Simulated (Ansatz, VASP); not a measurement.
## Two plane-wave programs on HfB2

```
Hf B
1.0
     3.13268    0.00000    0.00000
    -1.56634    2.71298    0.00000
     0.00000    0.00000    3.47921
Hf B
1 2
Cartesian
  0.0000 0.0000 0.0000
  0.0000 1.8087 1.7396
  1.5663 0.9043 1.7396
```

Alike in both runs: task single point; functional PBE; k mesh 6 × 6 × 4; no spin polarisation.

|  | VASP | Ansatz |
| --- | --- | --- |
| version | VASP 6.6.1 | Ansatz 0.2.0 |
| potentials or method | VASP PAW PBE potentials, release 64 (Hf_pv, B), cutoff 500 eV | scalar-relativistic, plane waves, PAW |
| occupations | tetrahedron | tetrahedron-uncorrected |
| valence electrons in the cell | 16 | 32 |

|  | VASP | Ansatz | Ansatz less VASP |
| --- | --- | --- | --- |
| gap on the k mesh at the Fermi level (eV) | none | none | - |
| pressure (GPa) | 2.6 | 3.0 | +0.35 |
| traceless stress, the component that is largest in VASP (GPa) | -2.25 | -2.45 | -0.203 |

A gap of «none» marks a metal or a gap that the smearing closes. VASP's potentials hold 16 valence electrons a cell and Ansatz's 32, so a difference there can come from the potentials and not from the codes. Ansatz's warnings: band table not solved further.

The k mesh is coarse, so the values compare programs but aren't converged. Spin-orbit coupling is off throughout.
